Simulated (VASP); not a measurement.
Here is a VASP 6.6.1 calculation.

Contents of INCAR:

```
ALGO = Normal ; EDIFF = 1E-6
ENCUT = 520 ; GGA = PE
ISIF = 2 ; ISMEAR = 0
LASPH = T ; LCHARG = T
LELF = T ; LREAL = F
LVHAR = T ; LWAVE = F
NBANDS = 16 ; NELM = 60
PREC = Accurate ; SIGMA = 0.016
```

Contents of KPOINTS:

```
k-points
0
Gamma
  8 8 8
```

Contents of POSCAR:

```
GaAs
1.0
    0.0000000000      2.8268500000      2.8268500000
    2.8268500000      0.0000000000      2.8268500000
    2.8268500000      2.8268500000      0.0000000000
As Ga
1 1
Direct
    0.7500000000      0.7500000000      0.7500000000
    0.0000000000      0.0000000000      0.0000000000
```

Potentials or basis: VASP PAW PBE potentials, release 64 (As, Ga_d).

Launch:

```sh
$ cat potpaw_PBE.64/As/POTCAR potpaw_PBE.64/Ga_d/POTCAR > POTCAR
$ mpirun -np 1 vasp_std > vasp.out
```

Q: What does it give for the band gap on the k mesh?

A: 0.52 eV, direct.

Q: Estimate the pressure.

A: 3.4 GPa.

A k mesh can miss the band edges. As with any semilocal functional, this PBE gap is likely too small.
